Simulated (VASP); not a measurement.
Input of a VASP 6.6.1 run:

File INCAR:

```
SYSTEM = InSe
ALGO     = Normal         ! electronic algorithm
EDIFF    = 1E-6           ! SCF threshold, eV
ENCUT    = 520            ! plane-wave cutoff, eV
GGA      = PS             ! functional
ISIF     = 2              ! what is computed and relaxed
ISMEAR   = 0              ! smearing method
IVDW     = 12             ! dispersion correction
LASPH    = .TRUE.         ! aspherical terms in the spheres
LCHARG   = .FALSE.        ! write CHGCAR
LREAL    = .FALSE.        ! projectors in reciprocal space
LWAVE    = .FALSE.        ! write WAVECAR
NBANDS   = 27             ! bands
NELM     = 80             ! most SCF steps
PREC     = Accurate       ! precision mode
SIGMA    = 0.01           ! smearing width, eV
```

The input KPOINTS:

```
k-points
0
G
  12 12 12
  0 0 0
```

POSCAR

```
InSe
1.0
    1.9805004370      1.1434424605      8.0609292699
   -1.9805004370      1.1434424605      8.0609292699
    0.0000000000     -2.2868849209      8.0609292699
In Se
2 2
Direct
   -0.0007160142     -0.0007160142     -0.0007160142
    0.1129541836      0.1129541836      0.1129541836
    0.6126324648      0.6126324648      0.6126324648
    0.8328293658      0.8328293658      0.8328293658
```

Potentials or basis: VASP PAW PBE potentials, release 64 (In_d, Se).

Command:

```console
$ cat potpaw_PBE.64/In_d/POTCAR potpaw_PBE.64/Se/POTCAR > POTCAR
$ mpirun -np 1 vasp_std > vasp.out
```

Q: What does it give for the band gap on the k mesh?

A: 0.33 eV.

Q: What does it give for the dispersion energy per atom?

A: -0.309 eV.

Forces on the atoms (eV/Å):
```
In   0.000  0.000  0.022
In   0.000  0.000 -0.022
Se   0.000  0.000 -0.022
Se   0.000  0.000  0.022
```

Caveat: the PAW data sets were made with another functional, which shifts forces and pressure a little; spin-orbit coupling is left out, which moves the levels of the heavy elements.

**The experiment to reproduce.**

From “The Interaction of Hydrogen with the van der Waals Crystal γ-InSe”, 2020, pmc:7321205, for a bulk crystal of InSe at 300 K: band gap 1.25 eV.

Against the measured gap of InSe, 1.25 eV (300 K; “The Interaction of Hydrogen with the van der Waals Crystal γ-InSe”, 2020, pmc:7321205), the calculated 0.33 eV is off by -0.92 eV. Spin-orbit coupling on In, Se is left out. The value is that of PBEsol+D3(BJ) on a finite k mesh, which can miss the band edges, without temperature or zero-point motion. Semilocal functionals fall short of measured gaps as a rule.
